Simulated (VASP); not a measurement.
# Al2Cu (I4/mmm) in VASP: a series of runs, part 2 of 4

VASP 6.6.1.

## 3. Single point, PBE

This run uses another cell than the first one, of 15.04 Å³/atom, 1.021 times its volume.

INCAR

```
SYSTEM = Al2Cu
PREC = Accurate ; ENCUT = 520
EDIFF = 1E-7 ; ISMEAR = -1
SIGMA = 0.05 ; LREAL = .FALSE.
LASPH = .TRUE. ; NELM = 60
ALGO = Normal ; ISIF = 2
LWAVE = .FALSE. ; LCHARG = .FALSE.
GGA = PE ; NBANDS = 16
```

KPOINTS

```
regular mesh
0
G
  9 9 9
  0 0 0
```

POSCAR

```
Al2Cu
1.0
   -2.0028971430      2.0028971430      2.8125609791
    2.0028971430     -2.0028971430      2.8125609791
    2.0028971430      2.0028971430     -2.8125609791
Cu Al
1 2
Direct
    0.5000000000      0.5000000000      0.0000000000
    0.2500000000      0.7500000000      0.5000000000
    0.7500000000      0.2500000000      0.5000000000
```

Potentials or basis: VASP PAW PBE potentials, release 64 (Cu, Al).

On the command line:

```
> cat potpaw_PBE.64/Cu/POTCAR potpaw_PBE.64/Al/POTCAR > POTCAR
> mpirun -np 1 vasp_std > vasp.out
```

Run time: 32 s. Hardware: 1 thread of Intel Xeon 6975P-C (Granite Rapids), shared host; peak memory 0.19 GiB.

The run converged. Its results:

```
Free energy : -11.6625 eV
Pressure    : 7.9 GPa
```

Stress tensor (GPa, compression positive):
```
7.85 0.00 0.00
0.00 7.85 0.00
0.00 0.00 7.98
```

Levels at points of the mesh, in eV from the Fermi level:
```
           k point  band 5  band 6  band 7  band 8  band 9  band 10  band 11  band 12  band 13  band 14
(0.00, 0.00, 0.00)   -4.18   -4.17    2.94    2.94    2.99     3.04     3.12     3.12     4.80     7.17
```

## 4. Single point, PBE

This run uses another cell than the first one, of 15.36 Å³/atom, 1.043 times its volume.

INCAR

```
PREC     = Accurate       # precision mode
ENCUT    = 520            # plane-wave cutoff, eV
EDIFF    = 1E-7           # SCF threshold, eV
ISMEAR   = -1             # smearing method
SIGMA    = 0.05           # smearing width, eV
LREAL    = F              # projectors in reciprocal space
LASPH    = T              # aspherical terms in the spheres
NELM     = 60             # most SCF steps
ALGO     = Normal         # electronic algorithm
ISIF     = 2              # what is computed and relaxed
LWAVE    = F              # write WAVECAR
LCHARG   = F              # write CHGCAR
GGA      = PE             # functional
NBANDS   = 16             # bands
```

KPOINTS

```
Automatic mesh
0
Gamma
  9 9 9
```

POSCAR

```
Al2Cu
1.0
   -2.0167106632      2.0167106632      2.8319585644
    2.0167106632     -2.0167106632      2.8319585644
    2.0167106632      2.0167106632     -2.8319585644
Cu Al
1 2
Direct
    0.5000000000      0.5000000000      0.0000000000
    0.2500000000      0.7500000000      0.5000000000
    0.7500000000      0.2500000000      0.5000000000
```

Potentials or basis: VASP PAW PBE potentials, release 64 (Cu, Al).

On the command line:

```
> cat potpaw_PBE.64/Cu/POTCAR potpaw_PBE.64/Al/POTCAR > POTCAR
> mpirun -np 1 vasp_std > vasp.out
```

OUTCAR:

```text
PREC = Accurate
   ENCUT = 520
   EDIFF = 1E-7
   ISMEAR = -1
   LREAL = F
   LASPH = T
   NELM = 60
   ISIF = 2
   GGA = PE

 ion  position               nearest neighbor table
   1  0.500  0.500  0.000-   2 2.46   3 2.46   2 2.46   3 2.46   2 2.46   3 2.46   2 2.46   3 2.46

   2  0.250  0.750  0.500-   1 2.46   1 2.46   1 2.46   1 2.46   3 2.83   3 2.83   3 2.85   3 2.85
                             3 2.85   3 2.85
   3  0.750  0.250  0.500-   1 2.46   1 2.46   1 2.46   1 2.46   2 2.83   2 2.83   2 2.85   2 2.85
                             2 2.85   2 2.85

  LATTYP: Found a body centered tetragonal cell.
 ALAT       =     4.0334213264
 C/A-ratio  =     1.4042463384

  Lattice vectors:

 A1 = (  -2.0167106632,   2.0167106632,   2.8319585644)
 A2 = (   2.0167106632,  -2.0167106632,   2.8319585644)
 A3 = (   2.0167106632,   2.0167106632,  -2.8319585644)

Analysis of symmetry for initial positions (statically):
=====================================================================
 Subroutine PRICEL returns:
 Original cell was already a primitive cell.

 Routine SETGRP: Setting up the symmetry group for a
 body centered tetragonal supercell.

 Subroutine GETGRP returns: Found 16 space group operations
 (whereof 16 operations were pure point group operations)
 out of a pool of 16 trial point group operations.

The static configuration has the point symmetry D_4h.

Analysis of symmetry for dynamics (positions and initial velocities):
=====================================================================
 Subroutine PRICEL returns:
 Original cell was already a primitive cell.

 Routine SETGRP: Setting up the symmetry group for a
 body centered tetragonal supercell.

 Subroutine GETGRP returns: Found 16 space group operations
 (whereof 16 operations were pure point group operations)
 out of a pool of 16 trial point group operations.

The dynamic configuration has the point symmetry D_4h.

 Subroutine INISYM returns: Found 16 space group operations
 (whereof 16 operations are pure point group operations),
 and found     1 'primitive' translations

----------------------------------------------------------------------------------------

                                     Primitive cell

  volume of cell :      46.0717

  direct lattice vectors                    reciprocal lattice vectors
    -2.016710663  2.016710663  2.831958564     0.000000000  0.247928475  0.176556256
     2.016710663 -2.016710663  2.831958564     0.247928475  0.000000000  0.176556256
     2.016710663  2.016710663 -2.831958564     0.247928475  0.247928475  0.000000000

  length of vectors
     4.019232901  4.019232901  4.019232901     0.304369250  0.304369250  0.350623812

  position of ions in fractional coordinates (direct lattice)
     0.500000000  0.500000000  0.000000000
     0.250000000  0.750000000  0.500000000
     0.750000000  0.250000000  0.500000000

  ion indices of the primitive-cell ions
   primitive index   ion index
                 1           1
                 2           2
                 3           3

----------------------------------------------------------------------------------------

 KPOINTS: Automatic mesh

Automatic generation of k-mesh.
 Grid dimensions read from file:
 generate k-points for:    9    9    9

 Generating k-lattice:

  Cartesian coordinates                     Fractional coordinates (reciprocal lattice)
     0.000000000  0.027547608  0.019617362     0.111111111 -0.000000000  0.000000000
     0.027547608  0.000000000  0.019617362    -0.000000000  0.111111111  0.000000000
     0.027547608  0.027547608  0.000000000     0.000000000  0.000000000  0.111111111

  Length of vectors
     0.033818806  0.033818806  0.038958201

  Shift w.r.t. Gamma in fractional coordinates (k-lattice)
     0.000000000  0.000000000  0.000000000

 Subroutine IBZKPT returns following result:
 ===========================================

 Found     75 irreducible k-points:

 Following reciprocal coordinates:
            Coordinates               Weight
  0.000000  0.000000  0.000000      1.000000
  0.111111 -0.000000  0.000000      8.000000
  0.222222 -0.000000  0.000000      8.000000
  0.333333 -0.000000  0.000000      8.000000
  0.444444 -0.000000  0.000000      8.000000
  0.111111  0.111111  0.000000      8.000000
[... 16 lines left out ...]
 -0.333333  0.333333  0.000000      4.000000
  0.444444  0.444444  0.000000      8.000000
 [... further k-points ...]
   k-points           NKPTS =     75   k-points in BZ     NKDIM =     75   number of bands    NBANDS=     16
   number of dos      NEDOS =    301   number of ions     NIONS =      3
   total plane-waves  NPLWV =  27000
   dimension x,y,z NGX =    30 NGY =   30 NGZ =   30
   dimension x,y,z NGXF=    60 NGYF=   60 NGZF=   60
   ions per type =               1   2
   NGX,Y,Z   is equivalent  to a cutoff of  12.41, 12.41, 12.41 a.u.
   NGXF,Y,Z  is equivalent  to a cutoff of  24.82, 24.82, 24.82 a.u.
 SYSTEM =  unknown system
   PREC   = accura    normal or accurate (medium, high low for compatibility)
   ISTART =      0    job   : 0-new  1-cont  2-samecut
   ICHARG =      2    charge: 1-file 2-atom 10-const
   ISPIN  =      1    spin polarized calculation?
   LNONCOLLINEAR =      F non collinear calculations
   LSORBIT =      F    spin-orbit coupling
   LASPH  =      T    aspherical Exc in radial PAW
   ENCUT  =  520.0 eV  38.22 Ry    6.18 a.u.   7.47  7.47  7.47*2*pi/ulx,y,z
   NELM   =     60;   NELMIN=  2; NELMDL= -5     # of ELM steps
   EDIFF  = 0.1E-06   stopping-criterion for ELM
   LREAL  =      F    real-space projection
   EDIFFG = 0.1E-05   stopping-criterion for IOM
   NSW    =      0    number of steps for IOM
   IBRION =     -1    ionic relax: 0-MD 1-quasi-New 2-CG
   NFREE  =      0    steps in history (QN), initial steepest desc. (CG)
   ISIF   =      2    stress and relaxation
   ISYM   =      2    0-nonsym 1-usesym 2-fastsym
   POTIM  = 0.5000    time-step for ionic-motion
   TEBEG  =    0.0;   TEEND  =   0.0 temperature during run
   PSTRESS=    0.0 pullay stress
   NELECT =      17.0000    total number of electrons
   NUPDOWN=      -1.0000    fix difference up-down
   EMIN   =  10.00;   EMAX   =-10.00  energy-range for DOS
   EFERMI =   0.00;   METHOD = LEGACY
   ISMEAR =    -1;   SIGMA  =   0.05  broadening in eV -4-tet -1-fermi 0-gaus
   EFERMI_NEDOS =   21; number of points for ismear=-14 and -15
   IALGO  =     38    algorithm
   IMIX   =      4    mixing-type and parameters
     AMIX     =   0.40;   BMIX     =  1.00
     AMIX_MAG =   1.60;   BMIX_MAG =  1.00
  volume/ion in A,a.u.               =      15.36       103.64
  Fermi-wavevector in a.u.,A,eV,Ry     =   1.174212  2.218939 18.759351  1.378773
  Thomas-Fermi vector in A             =   2.310612
   LORBIT       =      0    0 simple, 1 ext, 2 COOP (PROOUT), +10 PAW based schemes
   GGA     = PE    functional components
   LHFCALC =     F    Hartree Fock is set to
   AEXX    =    0.0000 exact exchange contribution
   IVDW    =     0    specifies the selected vdW correction
   LEPSILON=     F    determine dielectric tensor
   LRPA    =     F    only Hartree local field effects (RPA)
 non-spin polarized calculation
  energy-cutoff  :      520.00
  volume of cell :       46.07
 maximum number of plane-waves:      1255
 NGX is ok and might be reduce to    30
   NGX = 15   NGY = 15   NGZ = 15

 number of electron      17.0000012 magnetization

 Free energy of the ion-electron system (eV)
  ---------------------------------------------------
  ext. energy  EPLUGINS =         0.00000000
  ---------------------------------------------------
  free energy    TOTEN  =       -11.70172203 eV

  energy without entropy =      -11.68873312  energy(sigma->0) =      -11.69522758

 E-fermi :   7.3684     XC(G=0): -10.6062

 val. band max:        7.3606379067   @ k =  -0.1111   0.1111   0.1111
 cond. band min:       7.3688986462   @ k =  -0.2222  -0.3333   0.1111
 fundamental gap:      0.0082607395
 Fermi energy:         7.3683821595

 k-point     1 :       0.0000    0.0000    0.0000
  band No.  band energies     occupation
      1      -3.0354      2.00000
      2       2.6921      2.00000
      3       2.6976      2.00000
      4       2.6976      2.00000
      5       3.2641      2.00000
      6       3.2739      2.00000
[... 433 lines left out ...]
      3       2.0803      2.00000
      4       3.1994      2.00000
      5       3.2654      2.00000
      6       3.3969      2.00000
[... 8 lines left out ...]
     15      18.2173      0.00000
     16      19.4414      0.00000

 [... further k-points ...]

------------------------ aborting loop because EDIFF is reached ----------------------------------------

  FORCE on cell =-STRESS in cart. coord.  units (eV):
  Direction    XX          YY          ZZ          XY          YZ          ZX
  --------------------------------------------------------------------------------------
  -------------------------------------------------------------------------------------
  Total        1.5380767      1.5380767      1.5775924      0.0000000     -0.0000000      0.0000000
  in kB       53.4877717     53.4877717     54.8619602      0.0000000     -0.0000000      0.0000000
  external PRESSURE =      53.9458346 kB  Pullay stress =       0.0000000 kB

 VOLUME and BASIS-vectors are now :
 -----------------------------------------------------------------------------
  energy-cutoff  :      520.00
  volume of cell :       46.07
      direct lattice vectors                 reciprocal lattice vectors
    -2.016710663  2.016710663  2.831958564     0.000000000  0.247928475  0.176556256
     2.016710663 -2.016710663  2.831958564     0.247928475  0.000000000  0.176556256
     2.016710663  2.016710663 -2.831958564     0.247928475  0.247928475  0.000000000

 POSITION                                       TOTAL-FORCE (eV/Angst)
 -----------------------------------------------------------------------------------
      0.00000      0.00000      2.83196         0.000000     -0.000000     -0.000000
      2.01671     -0.00000      1.41598        -0.000000      0.000000     -0.000000
     -0.00000      2.01671      1.41598         0.000000     -0.000000      0.000000
 -----------------------------------------------------------------------------------
    total drift:                                0.000000     -0.000000      0.000000

  FREE ENERGIE OF THE ION-ELECTRON SYSTEM (eV)
  ---------------------------------------------------
  free  energy   TOTEN  =       -11.7017220310 eV

  energy  without entropy=      -11.6887331246  energy(sigma->0) =      -11.69522758
```

Run time: 34 s. Hardware: 1 thread of Intel Xeon 6975P-C (Granite Rapids), shared host; peak memory 0.19 GiB.

What came out:

```yaml
Free_energy: -11.7017 eV
Pressure: 5.4 GPa
```

Levels at points of the mesh, in eV from the Fermi level:
```tsv
k point	band 7	band 8	band 9	band 10	band 11	band 12
(0.00, 0.00, 0.00)	2.94	2.94	2.97	2.99	3.05	3.05
```

(Continued in part 3 of 4.)
